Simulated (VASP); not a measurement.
# Ti2Te2S (P-3m1) in VASP: further runs

Runs on Ti2Te2S. Level: PBE. Tasks: single point, relaxation of cell and atoms.

Everything below comes from runs of VASP 6.6.1. Logs are shortened: lines on timing, memory, paths and dates and some standing lists are left out, and cuts for length are marked.

**1. The cell of the first run**

Symmetry: P-3m1, No. 164, trigonal system. Conventional cell: a = 3.617 Å, b = 3.617 Å, c = 10.219 Å, α = 90.00°, β = 90.00°, γ = 120.00°. Ti (site symmetry 3m) has 3 S at 2.44 Å and 3 Te at 2.80 Å and 3 Ti at 3.29 Å within 3.3 Å. Te (site symmetry 3m) has 3 Ti at 2.80 Å and 6 Te at 3.62 Å and 3 S at 3.77 Å within 3.8 Å. Within 3.2 Å of S (site symmetry -3m) lie 6 Ti at 2.44 Å.

**2. Single point, PBE**

Input file INCAR:

```
SYSTEM = Ti2Te2S
PREC = Accurate
ENCUT = 520
EDIFF = 1E-6
ISMEAR = 0
SIGMA = 0.1
LREAL = .FALSE.
LASPH = .TRUE.
NELM = 80
ALGO = Normal
ISIF = 2
LWAVE = .FALSE.
LCHARG = .FALSE.
GGA = PE
NBANDS = 29
```

Input file KPOINTS:

```
regular mesh
0
G
  12 12 4
  0 0 0
```

Input file POSCAR:

```
Ti2Te2S
1.0
    3.6174231103      0.0000000000      0.0000000000
   -1.8087115551      3.1327803097      0.0000000000
    0.0000000000      0.0000000000     10.2189355585
Ti Te S
2 2 1
Direct
    0.6666666667      0.3333333333      0.8756673705
    0.3333333333      0.6666666667      0.1243326295
    0.3333333333      0.6666666667      0.6927473702
    0.6666666667      0.3333333333      0.3072526298
    0.0000000000      0.0000000000      0.0000000000
```

Potentials or basis: VASP PAW PBE potentials, release 64 (Ti_sv, Te, S).

Run with:

```console
$ cat potpaw_PBE.64/Ti_sv/POTCAR potpaw_PBE.64/Te/POTCAR potpaw_PBE.64/S/POTCAR > POTCAR
$ mpirun -np 1 vasp_std > vasp.out
```

OUTCAR:

```text
SYSTEM = Ti2Te2S
   PREC = Accurate
   ENCUT = 520
   EDIFF = 1E-6
   ISMEAR = 0
   LREAL = .FALSE.
   LASPH = .TRUE.
   NELM = 80
   ISIF = 2
   GGA = PE

 ion  position               nearest neighbor table
   1  0.667  0.333  0.876-   5 2.44   5 2.44   5 2.44   3 2.80   3 2.80   3 2.80
   2  0.333  0.667  0.124-   5 2.44   5 2.44   5 2.44   4 2.80   4 2.80   4 2.80
   3  0.333  0.667  0.693-   1 2.80   1 2.80   1 2.80
   4  0.667  0.333  0.307-   2 2.80   2 2.80   2 2.80
   5  0.000  0.000  0.000-   1 2.44   2 2.44   2 2.44   1 2.44   1 2.44   2 2.44

  LATTYP: Found a hexagonal cell.
 ALAT       =     3.6174231103
 C/A-ratio  =     2.8249212898

  Lattice vectors:

 A1 = (   3.6174231103,   0.0000000000,   0.0000000000)
 A2 = (  -1.8087115551,   3.1327803097,   0.0000000000)
 A3 = (   0.0000000000,   0.0000000000,  10.2189355585)

Analysis of symmetry for initial positions (statically):
=====================================================================
 Subroutine PRICEL returns:
 Original cell was already a primitive cell.

 Routine SETGRP: Setting up the symmetry group for a
 hexagonal supercell.

 Subroutine GETGRP returns: Found 12 space group operations
 (whereof 12 operations were pure point group operations)
 out of a pool of 24 trial point group operations.

The static configuration has the point symmetry D_3d.

Analysis of symmetry for dynamics (positions and initial velocities):
=====================================================================
 Subroutine PRICEL returns:
 Original cell was already a primitive cell.

 Routine SETGRP: Setting up the symmetry group for a
 hexagonal supercell.

 Subroutine GETGRP returns: Found 12 space group operations
 (whereof 12 operations were pure point group operations)
 out of a pool of 24 trial point group operations.

The dynamic configuration has the point symmetry D_3d.

 Subroutine INISYM returns: Found 12 space group operations
 (whereof 12 operations are pure point group operations),
 and found     1 'primitive' translations

----------------------------------------------------------------------------------------

                                     Primitive cell

  volume of cell :     115.8070

  direct lattice vectors                    reciprocal lattice vectors
     3.617423110  0.000000000  0.000000000     0.276439877  0.159602637  0.000000000
    -1.808711555  3.132780310  0.000000000     0.000000000  0.319205275  0.000000000
     0.000000000  0.000000000 10.218935559     0.000000000  0.000000000  0.097857550

  length of vectors
     3.617423110  3.617423110 10.218935559     0.319205275  0.319205275  0.097857550

  position of ions in fractional coordinates (direct lattice)
     0.666666667  0.333333333  0.875667370
     0.333333333  0.666666667  0.124332630
     0.333333333  0.666666667  0.692747370
     0.666666667  0.333333333  0.307252630
     0.000000000  0.000000000  0.000000000

  ion indices of the primitive-cell ions
   primitive index   ion index
                 1           1
                 2           2
                 3           3
                 4           4
                 5           5

----------------------------------------------------------------------------------------

 KPOINTS: regular mesh

Automatic generation of k-mesh.
 Grid dimensions read from file:
 generate k-points for:   12   12    4

 Generating k-lattice:

  Cartesian coordinates                     Fractional coordinates (reciprocal lattice)
     0.023036656  0.013300220  0.000000000     0.083333333  0.000000000  0.000000000
     0.000000000  0.026600440  0.000000000     0.000000000  0.083333333  0.000000000
     0.000000000  0.000000000  0.024464388     0.000000000  0.000000000  0.250000000

  Length of vectors
     0.026600440  0.026600440  0.024464388

  Shift w.r.t. Gamma in fractional coordinates (k-lattice)
     0.000000000  0.000000000  0.000000000

 Subroutine IBZKPT returns following result:
 ===========================================

 Found     69 irreducible k-points:

 Following reciprocal coordinates:
            Coordinates               Weight
  0.000000  0.000000  0.000000      1.000000
  0.083333  0.000000  0.000000      6.000000
  0.166667 -0.000000  0.000000      6.000000
  0.250000  0.000000  0.000000      6.000000
  0.333333 -0.000000  0.000000      6.000000
  0.416667 -0.000000  0.000000      6.000000
[... 16 lines left out ...]
  0.166667 -0.000000  0.250000      6.000000
  0.000000  0.166667  0.250000      6.000000
 [... further k-points ...]
   k-points           NKPTS =     69   k-points in BZ     NKDIM =     69   number of bands    NBANDS=     29
   number of dos      NEDOS =    301   number of ions     NIONS =      5
   total plane-waves  NPLWV =  62720
   dimension x,y,z NGX =    28 NGY =   28 NGZ =   80
   dimension x,y,z NGXF=    56 NGYF=   56 NGZF=  160
   ions per type =               2   2   1
   NGX,Y,Z   is equivalent  to a cutoff of  12.87, 12.87, 13.01 a.u.
   NGXF,Y,Z  is equivalent  to a cutoff of  25.74, 25.74, 26.03 a.u.
 SYSTEM =  Ti2Te2S
   PREC   = accura    normal or accurate (medium, high low for compatibility)
   ISTART =      0    job   : 0-new  1-cont  2-samecut
   ICHARG =      2    charge: 1-file 2-atom 10-const
   ISPIN  =      1    spin polarized calculation?
   LNONCOLLINEAR =      F non collinear calculations
   LSORBIT =      F    spin-orbit coupling
   LASPH  =      T    aspherical Exc in radial PAW
   ENCUT  =  520.0 eV  38.22 Ry    6.18 a.u.   6.73  6.73 19.00*2*pi/ulx,y,z
   NELM   =     80;   NELMIN=  2; NELMDL= -5     # of ELM steps
   EDIFF  = 0.1E-05   stopping-criterion for ELM
   LREAL  =      F    real-space projection
   EDIFFG = 0.1E-04   stopping-criterion for IOM
   NSW    =      0    number of steps for IOM
   IBRION =     -1    ionic relax: 0-MD 1-quasi-New 2-CG
   NFREE  =      0    steps in history (QN), initial steepest desc. (CG)
   ISIF   =      2    stress and relaxation
   ISYM   =      2    0-nonsym 1-usesym 2-fastsym
   POTIM  = 0.5000    time-step for ionic-motion
   TEBEG  =    0.0;   TEEND  =   0.0 temperature during run
   PSTRESS=    0.0 pullay stress
   NELECT =      42.0000    total number of electrons
   NUPDOWN=      -1.0000    fix difference up-down
   EMIN   =  10.00;   EMAX   =-10.00  energy-range for DOS
   EFERMI =   0.00;   METHOD = LEGACY
   ISMEAR =     0;   SIGMA  =   0.10  broadening in eV -4-tet -1-fermi 0-gaus
   EFERMI_NEDOS =   21; number of points for ismear=-14 and -15
   IALGO  =     38    algorithm
   IMIX   =      4    mixing-type and parameters
     AMIX     =   0.40;   BMIX     =  1.00
     AMIX_MAG =   1.60;   BMIX_MAG =  1.00
  volume/ion in A,a.u.               =      23.16       156.30
  Fermi-wavevector in a.u.,A,eV,Ry     =   1.167472  2.206201 18.544601  1.362990
  Thomas-Fermi vector in A             =   2.303971
   LORBIT       =      0    0 simple, 1 ext, 2 COOP (PROOUT), +10 PAW based schemes
   GGA     = PE    functional components
   LHFCALC =     F    Hartree Fock is set to
   AEXX    =    0.0000 exact exchange contribution
   IVDW    =     0    specifies the selected vdW correction
   LEPSILON=     F    determine dielectric tensor
   LRPA    =     F    only Hartree local field effects (RPA)
 non-spin polarized calculation
 Gauss-broadening in eV      SIGMA  =   0.10
  energy-cutoff  :      520.00
  volume of cell :      115.81
 maximum number of plane-waves:      3170
 NGX is ok and might be reduce to    28
   NGX = 13   NGY = 13   NGZ = 39

 number of electron      42.0000008 magnetization

 Free energy of the ion-electron system (eV)
  ---------------------------------------------------
  ext. energy  EPLUGINS =         0.00000000
  ---------------------------------------------------
  free energy    TOTEN  =       -31.08481691 eV

  energy without entropy =      -31.07802109  energy(sigma->0) =      -31.08141900

 E-fermi :   7.1764     XC(G=0):  -9.9884

 val. band max:        7.1559699506   @ k =   0.0000   0.0000   0.5000
 cond. band min:       7.1776807592   @ k =   0.2500   0.2500   0.0000
 fundamental gap:      0.0217108086
 Fermi energy:         7.1763581715

 k-point     1 :       0.0000    0.0000    0.0000
  band No.  band energies     occupation
      1     -50.2608      2.00000
      2     -50.2454      2.00000
      3     -26.5601      2.00000
      4     -26.5472      2.00000
      5     -26.5472      2.00000
      6     -26.5272      2.00000
[... 21 lines left out ...]
     28       9.6018      0.00000
     29      10.1180      0.00000

 k-point     2 :       0.0833    0.0000    0.0000
  band No.  band energies     occupation
      1     -50.2601      2.00000
      2     -50.2452      2.00000
      3     -26.5620      2.00000
      4     -26.5526      2.00000
      5     -26.5492      2.00000
      6     -26.5279      2.00000
[... 21 lines left out ...]
     28       9.5016      0.00000
     29      10.2363      0.00000

 k-point     3 :       0.1667   -0.0000    0.0000
  band No.  band energies     occupation
      1     -50.2584      2.00000
      2     -50.2449      2.00000
      3     -26.5737      2.00000
      4     -26.5636      2.00000
      5     -26.5545      2.00000
      6     -26.5285      2.00000
[... 21 lines left out ...]
     28       9.2318      0.00000
     29      10.0059      0.00000

 k-point     4 :       0.2500    0.0000    0.0000
  band No.  band energies     occupation
      1     -50.2559      2.00000
      2     -50.2445      2.00000
      3     -26.5950      2.00000
      4     -26.5773      2.00000
      5     -26.5612      2.00000
      6     -26.5304      2.00000
[... 597 lines left out ...]
     28       9.5413      0.00000
     29      10.3175      0.00000

 k-point    23 :       0.1667   -0.0000    0.2500
  band No.  band energies     occupation
      1     -50.2584      2.00000
      2     -50.2449      2.00000
      3     -26.5737      2.00000
      4     -26.5636      2.00000
      5     -26.5545      2.00000
      6     -26.5285      2.00000
[... 21 lines left out ...]
     28       9.2960      0.00000
     29       9.9832      0.00000

 k-point    24 :       0.0000    0.1667    0.2500
  band No.  band energies     occupation
      1     -50.2584      2.00000
      2     -50.2449      2.00000
      3     -26.5737      2.00000
      4     -26.5636      2.00000
      5     -26.5545      2.00000
      6     -26.5285      2.00000
[... 21 lines left out ...]
     28       9.2566      0.00000
     29       9.9495      0.00000

 [... further k-points ...]

------------------------ aborting loop because EDIFF is reached ----------------------------------------

  FORCE on cell =-STRESS in cart. coord.  units (eV):
  Direction    XX          YY          ZZ          XY          YZ          ZX
  --------------------------------------------------------------------------------------
  -------------------------------------------------------------------------------------
  Total        0.0213250      0.0213250      0.0475362      0.0000000      0.0000000      0.0000000
  in kB        0.2950287      0.2950287      0.6576580      0.0000000      0.0000000      0.0000000
  external PRESSURE =       0.4159052 kB  Pullay stress =       0.0000000 kB

 VOLUME and BASIS-vectors are now :
 -----------------------------------------------------------------------------
  energy-cutoff  :      520.00
  volume of cell :      115.81
      direct lattice vectors                 reciprocal lattice vectors
     3.617423110  0.000000000  0.000000000     0.276439877  0.159602637  0.000000000
    -1.808711555  3.132780310  0.000000000     0.000000000  0.319205275  0.000000000
     0.000000000  0.000000000 10.218935559     0.000000000  0.000000000  0.097857550

 POSITION                                       TOTAL-FORCE (eV/Angst)
 -----------------------------------------------------------------------------------
      1.80871      1.04426      8.94839         0.000000     -0.000000     -0.003455
     -0.00000      2.08852      1.27055        -0.000000      0.000000      0.003455
     -0.00000      2.08852      7.07914        -0.000000      0.000000     -0.010335
      1.80871      1.04426      3.13979         0.000000      0.000000      0.010335
      0.00000      0.00000      0.00000        -0.000000      0.000000      0.000000
 -----------------------------------------------------------------------------------
    total drift:                                0.000000      0.000000      0.000000

  FREE ENERGIE OF THE ION-ELECTRON SYSTEM (eV)
  ---------------------------------------------------
  free  energy   TOTEN  =       -31.0848169110 eV

  energy  without entropy=      -31.0780210865  energy(sigma->0) =      -31.08141900
```

Wall time 3 min (1 thread of AMD EPYC 9R45 (Zen 5), shared host); peak memory 0.35 GiB.

Results:

```
Free energy            : -31.0848 eV
Pressure               : 0.0 GPa
Largest force          : 0.010 eV/Å
Band gap on the k mesh : zero (bands 21 and 22 overlap by 0.47 eV)
```

Forces on the atoms (eV/Å):
```
Ti   0.000  0.000 -0.003
Ti   0.000  0.000  0.003
Te   0.000  0.000 -0.010
Te   0.000  0.000  0.010
S    0.000  0.000  0.000
```

Caveat: spin-orbit coupling is left out, which moves the levels of the heavy elements; this functional lacks dispersion, which binds layers or chains, so the pressure and a relaxed spacing across them are unreliable.

(Part 1 of 2 ends here.)

The gap in the log of VASP goes by the Fermi energy; the results here count the filled bands.